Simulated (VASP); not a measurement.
# Ir in VASP: further runs, part 2 of 2

VASP 6.6.1.

### Step 3. Electric field gradients, PBE (volume scaled by 0.9405)

Contents of INCAR:

```
ALGO = Normal ; EDIFF = 1E-8
ENCUT = 520 ; GGA = PE
ISIF = 2 ; ISMEAR = -1
LASPH = True ; LCHARG = False
LEFG = True ; LREAL = False
LWAVE = False ; NBANDS = 10
NELM = 60 ; PREC = Accurate
SIGMA = 0.05
```

Contents of KPOINTS:

```
k-points
0
Gamma
  15 15 15
```

Contents of POSCAR:

```
Ir
1.0
    0.0000000000      1.8808448178      1.8808448178
    1.8808448178      0.0000000000      1.8808448178
    1.8808448178      1.8808448178      0.0000000000
Ir
1
Direct
    0.0000000000      0.0000000000      0.0000000000
```

Potentials or basis: VASP PAW PBE potentials, release 64 (Ir).

Launch:

```
cat potpaw_PBE.64/Ir/POTCAR > POTCAR
mpirun -np 1 vasp_std > vasp.out
```

OUTCAR:

```text
EDIFF = 1E-8
   ENCUT = 520
   GGA = PE
   ISIF = 2
   ISMEAR = -1
   LASPH = True
   LREAL = False
   NELM = 60
   PREC = Accurate

 ion  position               nearest neighbor table
   1  0.000  0.000  0.000-

  LATTYP: Found a face centered cubic cell.
 ALAT       =     3.7616896356

  Lattice vectors:

 A1 = (   0.0000000000,   1.8808448178,   1.8808448178)
 A2 = (   1.8808448178,   0.0000000000,   1.8808448178)
 A3 = (   1.8808448178,   1.8808448178,   0.0000000000)

Analysis of symmetry for initial positions (statically):
=====================================================================
 Subroutine PRICEL returns:
 Original cell was already a primitive cell.

 Routine SETGRP: Setting up the symmetry group for a
 face centered cubic supercell.

 Subroutine GETGRP returns: Found 48 space group operations
[... 9 lines left out ...]

 Routine SETGRP: Setting up the symmetry group for a
 face centered cubic supercell.

 Subroutine GETGRP returns: Found 48 space group operations
 (whereof 48 operations were pure point group operations)
 out of a pool of 48 trial point group operations.

The dynamic configuration has the point symmetry O_h .

 Subroutine INISYM returns: Found 48 space group operations
 (whereof 48 operations are pure point group operations),
 and found     1 'primitive' translations

----------------------------------------------------------------------------------------

                                     Primitive cell

  volume of cell :      13.3073

  direct lattice vectors                    reciprocal lattice vectors
[... 137 lines left out ...]
 Fermi energy:        11.5708085830

 k-point     1 :       0.0000    0.0000    0.0000
  band No.  band energies     occupation
      1      -0.2894      2.00000
      2       7.2370      2.00000
      3       7.2370      2.00000
      4       7.2370      2.00000
      5      10.2012      2.00000
      6      10.2012      2.00000
      7      25.6864      0.00000
      8      31.6462      0.00000
      9      31.6462      0.00000
     10      31.6462      0.00000
[... 287 lines left out ...]
 k-point    24 :       0.2000    0.1333    0.0000
  band No.  band energies     occupation
      1       1.4629      2.00000
      2       6.0763      2.00000
      3       8.0887      2.00000
      4       8.2012      2.00000
      5       9.0629      2.00000
      6      10.7129      2.00000
      7      28.6444      0.00000
      8      28.8817      0.00000
      9      32.2261      0.00000
     10      32.7406      0.00000

 [... further k-points ...]
[... 5 lines left out ...]
  --------------------------------------------------------------------------------------
  -------------------------------------------------------------------------------------
  Total        3.1517465      3.1517465      3.1517465      0.0000000     -0.0000000      0.0000000
  in kB      379.4660845    379.4660845    379.4660845      0.0000000     -0.0000000      0.0000000
  external PRESSURE =     379.4660845 kB  Pullay stress =       0.0000000 kB

 VOLUME and BASIS-vectors are now :
 -----------------------------------------------------------------------------
  energy-cutoff  :      520.00
  volume of cell :       13.31
      direct lattice vectors                 reciprocal lattice vectors
     0.000000000  1.880844818  1.880844818    -0.265837987  0.265837987  0.265837987
     1.880844818  0.000000000  1.880844818     0.265837987 -0.265837987  0.265837987
     1.880844818  1.880844818  0.000000000     0.265837987  0.265837987 -0.265837987

 POSITION                                       TOTAL-FORCE (eV/Angst)
 -----------------------------------------------------------------------------------
      0.00000      0.00000      0.00000         0.000000      0.000000     -0.000000
 -----------------------------------------------------------------------------------
    total drift:                                0.000000     -0.000000     -0.000000

  FREE ENERGIE OF THE ION-ELECTRON SYSTEM (eV)
  ---------------------------------------------------
  free  energy   TOTEN  =        -8.7279182627 eV

  energy  without entropy=       -8.7205751595  energy(sigma->0) =       -8.72424671

 Electric field gradients (V/A^2)
---------------------------------------------------------------------
 ion       V_xx      V_yy      V_zz      V_xy      V_xz      V_yz
---------------------------------------------------------------------
   1       0.000     0.000    -0.000    -0.000    -0.000    -0.000
---------------------------------------------------------------------

 Electric field gradients after diagonalization (V/A^2)
 (convention: |V_zz| > |V_xx| > |V_yy|)
----------------------------------------------------------------------
 ion       V_xx      V_yy      V_zz     asymmetry (V_yy - V_xx)/ V_zz
----------------------------------------------------------------------
   1       0.000     0.000    -0.000       0.000
----------------------------------------------------------------------

           NMR quadrupolar parameters

 Cq : quadrupolar parameter    Cq=e*Q*V_zz/h
 eta: asymmetry parameters     (V_yy - V_xx)/ V_zz
 Q  : nuclear electric quadrupole moment in mb (millibarn)
----------------------------------------------------------------------
 ion       Cq(MHz)       eta       Q (mb)
----------------------------------------------------------------------
   1      -0.000       0.000       1.000
----------------------------------------------------------------------
```

stdout:

```text
POSCAR found type information on POSCAR Ir
 POSCAR found :  1 types and       1 ions
 scaLAPACK will be used
 LDA part: xc-table for (Slater+PW92), standard interpolation
 POSCAR, INCAR and KPOINTS ok, starting setup
 FFT: planning ... GRIDC
 FFT: planning ... GRID_SOFT
 FFT: planning ... GRID
 WAVECAR not read
 entering main loop
ion   1
```

Run time: 23 s. Hardware: 1 thread of Intel Xeon 8259CL, shared host; peak memory 0.14 GiB.

Results:

```
Free energy : -8.7279 eV
Pressure    : 37.9 GPa
```

Levels at points of the mesh, in eV from the Fermi level:
```csv
k point,band 2,band 3,band 4,band 5,band 6,band 7
"(0.00, 0.00, 0.00)",-4.33,-4.33,-4.33,-1.37,-1.37,14.12
```

Caveat: without QUAD_EFG the Cq values of the log hold for a quadrupole moment of 1 mb, not for the nuclei; spin-orbit coupling is left out, which moves the levels of the heavy elements.

### Step 4. Electric field gradients, PBE (volume scaled by 0.9405)

Contents of INCAR:

```
SYSTEM = Ir
  ALGO = Normal
  EDIFF = 1E-8
  ENCUT = 520
  GGA = PE
  ISIF = 2
  ISMEAR = -1
  LASPH = .TRUE.
  LCHARG = .FALSE.
  LEFG = .TRUE.
  LREAL = .FALSE.
  LWAVE = .FALSE.
  NBANDS = 10
  NELM = 100
  PREC = Accurate
  SIGMA = 0.05
```

Contents of KPOINTS:

```
k-points
0
G
  15 15 15
  0 0 0
```

POSCAR is that of step 3.

Potentials or basis: VASP PAW PBE potentials, release 64 (Ir).

Launch:

```
cat potpaw_PBE.64/Ir/POTCAR > POTCAR
mpirun -np 1 vasp_std > vasp.out
```

OUTCAR:

```text
SYSTEM = Ir
   EDIFF = 1E-8
   ENCUT = 520
   GGA = PE
   ISIF = 2
   ISMEAR = -1
   LASPH = .TRUE.
   LREAL = .FALSE.
   NELM = 100
   PREC = Accurate

 ion  position               nearest neighbor table
   1  0.000  0.000  0.000-

  LATTYP: Found a face centered cubic cell.
 ALAT       =     3.7616896356

  Lattice vectors:

 A1 = (   0.0000000000,   1.8808448178,   1.8808448178)
 A2 = (   1.8808448178,   0.0000000000,   1.8808448178)
 A3 = (   1.8808448178,   1.8808448178,   0.0000000000)

Analysis of symmetry for initial positions (statically):
=====================================================================
 Subroutine PRICEL returns:
 Original cell was already a primitive cell.

 Routine SETGRP: Setting up the symmetry group for a
 face centered cubic supercell.

[... 492 lines left out ...]
  external PRESSURE =     379.4660845 kB  Pullay stress =       0.0000000 kB

 VOLUME and BASIS-vectors are now :
 -----------------------------------------------------------------------------
  energy-cutoff  :      520.00
  volume of cell :       13.31
      direct lattice vectors                 reciprocal lattice vectors
     0.000000000  1.880844818  1.880844818    -0.265837987  0.265837987  0.265837987
     1.880844818  0.000000000  1.880844818     0.265837987 -0.265837987  0.265837987
     1.880844818  1.880844818  0.000000000     0.265837987  0.265837987 -0.265837987

 POSITION                                       TOTAL-FORCE (eV/Angst)
 -----------------------------------------------------------------------------------
      0.00000      0.00000      0.00000         0.000000      0.000000     -0.000000
 -----------------------------------------------------------------------------------
    total drift:                                0.000000     -0.000000     -0.000000

  FREE ENERGIE OF THE ION-ELECTRON SYSTEM (eV)
  ---------------------------------------------------
  free  energy   TOTEN  =        -8.7279182627 eV

  energy  without entropy=       -8.7205751595  energy(sigma->0) =       -8.72424671

 Electric field gradients (V/A^2)
---------------------------------------------------------------------
 ion       V_xx      V_yy      V_zz      V_xy      V_xz      V_yz
---------------------------------------------------------------------
   1       0.000     0.000    -0.000    -0.000    -0.000    -0.000
---------------------------------------------------------------------

 Electric field gradients after diagonalization (V/A^2)
 (convention: |V_zz| > |V_xx| > |V_yy|)
----------------------------------------------------------------------
 ion       V_xx      V_yy      V_zz     asymmetry (V_yy - V_xx)/ V_zz
----------------------------------------------------------------------
   1       0.000     0.000    -0.000       0.000
----------------------------------------------------------------------

           NMR quadrupolar parameters

 Cq : quadrupolar parameter    Cq=e*Q*V_zz/h
 eta: asymmetry parameters     (V_yy - V_xx)/ V_zz
 Q  : nuclear electric quadrupole moment in mb (millibarn)
----------------------------------------------------------------------
 ion       Cq(MHz)       eta       Q (mb)
----------------------------------------------------------------------
   1      -0.000       0.000       1.000
----------------------------------------------------------------------
```

stdout:

```text
POSCAR found type information on POSCAR Ir
 POSCAR found :  1 types and       1 ions
 scaLAPACK will be used
 LDA part: xc-table for (Slater+PW92), standard interpolation
 POSCAR, INCAR and KPOINTS ok, starting setup
 FFT: planning ... GRIDC
 FFT: planning ... GRID_SOFT
 FFT: planning ... GRID
 WAVECAR not read
 entering main loop
ion   1
```

Run time: 23 s. Hardware: 1 thread of Intel Xeon 8259CL, shared host; peak memory 0.14 GiB.

What came out:

```yaml
Free_energy: -8.7279 eV
Pressure: 37.9 GPa
```

Levels at points of the mesh, in eV from the Fermi level:
```
           k point  band 1  band 2  band 3  band 4  band 5  band 6  band 7  band 8
(0.00, 0.00, 0.00)  -11.86   -4.33   -4.33   -4.33   -1.37   -1.37   14.12   20.08
```

Caveat: without QUAD_EFG the Cq values of the log hold for a quadrupole moment of 1 mb, not for the nuclei; spin-orbit coupling is left out, which moves the levels of the heavy elements.

### Step 5. Electric field gradients, PBE (volume scaled by 0.98)

Contents of INCAR:

```
  PREC = Accurate
  ENCUT = 520
  EDIFF = 1E-8
  ISMEAR = -1
  SIGMA = 0.05
  LREAL = False
  LASPH = True
  NELM = 100
  ALGO = Normal
  ISIF = 2
  LWAVE = False
  LCHARG = False
  GGA = PE
  LEFG = True
  NBANDS = 10
```

Contents of KPOINTS:

```
regular mesh
0
Gamma
  15 15 15
```

Contents of POSCAR:

```
Ir
1.0
    0.0000000000      1.9068157192      1.9068157192
    1.9068157192      0.0000000000      1.9068157192
    1.9068157192      1.9068157192      0.0000000000
Ir
1
Direct
    0.0000000000      0.0000000000      0.0000000000
```

Potentials or basis: VASP PAW PBE potentials, release 64 (Ir).

Launch:

```
cat potpaw_PBE.64/Ir/POTCAR > POTCAR
mpirun -np 1 vasp_std > vasp.out
```

OUTCAR:

```text
PREC = Accurate
   ENCUT = 520
   EDIFF = 1E-8
   ISMEAR = -1
   LREAL = False
   LASPH = True
   NELM = 100
   ISIF = 2
   GGA = PE

 ion  position               nearest neighbor table
   1  0.000  0.000  0.000-

  LATTYP: Found a face centered cubic cell.
 ALAT       =     3.8136314384

  Lattice vectors:

 A1 = (   0.0000000000,   1.9068157192,   1.9068157192)
 A2 = (   1.9068157192,   0.0000000000,   1.9068157192)
 A3 = (   1.9068157192,   1.9068157192,   0.0000000000)

Analysis of symmetry for initial positions (statically):
=====================================================================
 Subroutine PRICEL returns:
 Original cell was already a primitive cell.

 Routine SETGRP: Setting up the symmetry group for a
 face centered cubic supercell.
[... 492 lines left out ...]
  in kB      179.7851417    179.7851417    179.7851417      0.0000000      0.0000000     -0.0000000
  external PRESSURE =     179.7851417 kB  Pullay stress =       0.0000000 kB

 VOLUME and BASIS-vectors are now :
 -----------------------------------------------------------------------------
  energy-cutoff  :      520.00
  volume of cell :       13.87
      direct lattice vectors                 reciprocal lattice vectors
     0.000000000  1.906815719  1.906815719    -0.262217264  0.262217264  0.262217264
     1.906815719  0.000000000  1.906815719     0.262217264 -0.262217264  0.262217264
     1.906815719  1.906815719  0.000000000     0.262217264  0.262217264 -0.262217264

 POSITION                                       TOTAL-FORCE (eV/Angst)
 -----------------------------------------------------------------------------------
      0.00000      0.00000      0.00000         0.000000      0.000000      0.000000
 -----------------------------------------------------------------------------------
    total drift:                                0.000000     -0.000000     -0.000000

  FREE ENERGIE OF THE ION-ELECTRON SYSTEM (eV)
  ---------------------------------------------------
  free  energy   TOTEN  =        -8.8243641331 eV

  energy  without entropy=       -8.8165810249  energy(sigma->0) =       -8.82047258

 Electric field gradients (V/A^2)
---------------------------------------------------------------------
 ion       V_xx      V_yy      V_zz      V_xy      V_xz      V_yz
---------------------------------------------------------------------
   1      -0.000     0.000    -0.000     0.000     0.000     0.000
---------------------------------------------------------------------

 Electric field gradients after diagonalization (V/A^2)
 (convention: |V_zz| > |V_xx| > |V_yy|)
----------------------------------------------------------------------
 ion       V_xx      V_yy      V_zz     asymmetry (V_yy - V_xx)/ V_zz
----------------------------------------------------------------------
   1      -0.000    -0.000     0.000       0.000
----------------------------------------------------------------------

           NMR quadrupolar parameters

 Cq : quadrupolar parameter    Cq=e*Q*V_zz/h
 eta: asymmetry parameters     (V_yy - V_xx)/ V_zz
 Q  : nuclear electric quadrupole moment in mb (millibarn)
----------------------------------------------------------------------
 ion       Cq(MHz)       eta       Q (mb)
----------------------------------------------------------------------
   1       0.000       0.000       1.000
----------------------------------------------------------------------
```

stdout:

```text
POSCAR found type information on POSCAR Ir
 POSCAR found :  1 types and       1 ions
 scaLAPACK will be used
 LDA part: xc-table for (Slater+PW92), standard interpolation
 POSCAR, INCAR and KPOINTS ok, starting setup
 FFT: planning ... GRIDC
 FFT: planning ... GRID_SOFT
 FFT: planning ... GRID
 WAVECAR not read
 entering main loop
ion   1
```

Wall time 25 s (1 thread of Intel Xeon 8259CL, shared host); peak memory 0.14 GiB.

What came out:

```
Free energy : -8.8244 eV
Pressure    : 18.0 GPa
```

Caveat: without QUAD_EFG the Cq values of the log hold for a quadrupole moment of 1 mb, not for the nuclei; spin-orbit coupling is left out, which moves the levels of the heavy elements.

### Step 6. Overview

| cell | gap on the mesh (eV) | pressure (GPa) |
| --- | --- | --- |
| a = 2.701, b = 2.701, c = 2.688 Å, angles 60.2, 60.2, 59.7°, 1 atom | none | 18.0 |
| a = 2.660 Å, angles 60.0°, 1 atom | none | 37.9 |
| a = 2.697 Å, angles 60.0°, 1 atom | none | 18.0 |

Alike in all rows: task electric field gradients; level PBE; potentials or basis VASP PAW PBE potentials, release 64 (Ir); no spin polarisation; k mesh 15 × 15 × 15; cutoff (eV) 520; smearing fermi-dirac 0.05 eV.

Caveats: spin-orbit coupling is left out, which moves the levels of the heavy elements.

Total energies depend on the potentials used, so only differences within one code and one set of settings carry meaning.
